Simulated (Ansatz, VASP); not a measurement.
## Mg5ZrN2 in VASP and in Ansatz

```
Mg Zr N
1.0
     2.50777    1.44786    6.52276
    -2.50777    1.44786    6.52276
     0.00000   -2.89572    6.52276
Mg Zr N
5 1 2
Direct
  0.00000 0.00000 0.00000
  0.71515 0.71515 0.71515
  0.28485 0.28485 0.28485
  0.13748 0.13748 0.13748
  0.86252 0.86252 0.86252
  0.50000 0.50000 0.50000
  0.39082 0.39082 0.39082
  0.60918 0.60918 0.60918
```

Alike in both runs: functional PBE; k mesh 4 × 4 × 4; occupations gaussian, width 0.2 eV; no spin polarisation.

Ansatz relaxed the structure, and its values are those at the end. VASP's run is a single point on that final structure, the one shown.

```csv
,VASP,Ansatz
version,VASP 6.6.1,Ansatz 0.2.0
potentials or method,"VASP PAW PBE potentials, release 64 (Mg, Zr_sv, N), cutoff 600 eV","scalar-relativistic, plane waves, PAW"
valence electrons in the cell,32,72
```

|  | VASP | Ansatz | Ansatz less VASP |
| --- | --- | --- | --- |
| gap on the k mesh at the Fermi level (eV) | none | none | - |
| pressure (GPa) | 0.3 | 0.4 | +0.13 |
| rms of the force components (eV/Å) | 0.012 | 0.005 | -0.0067 |

A gap of «none» marks a metal or a gap that the smearing closes. The functional is the same, so the differences come from potentials, cutoffs and numerics. VASP's potentials hold 32 valence electrons a cell and Ansatz's 72, so a difference there can come from the potentials and not from the codes.

The k mesh is coarse, so the values compare programs but aren't converged.
